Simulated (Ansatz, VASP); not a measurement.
# W: VASP beside Ansatz

```
CELL_PARAMETERS angstrom
-1.59217 1.59217 1.59217
1.59217 -1.59217 1.59217
1.59217 1.59217 -1.59217
ATOMIC_POSITIONS crystal
W 0.00000 0.00000 0.00000
```

Alike in both runs: task single point; functional PBE; k mesh 14 × 14 × 14; occupations methfessel-paxton of order 1, width 0.3 eV; no spin polarisation.

|  | VASP | Ansatz |
| --- | --- | --- |
| version | VASP 6.6.1 | Ansatz 0.2.0 |
| potentials or method | VASP PAW PBE potentials, release 64 (W_sv), cutoff 520 eV | plane waves (420 eV) with PAW, scalar-relativistic |
| valence electrons in the cell | 14 | 14 |

Ansatz gave:

- pressure (GPa): 0.0

Task: Which values does VASP return?

Result: Pressure (GPa): 0.5.

Spin-orbit coupling is off throughout.
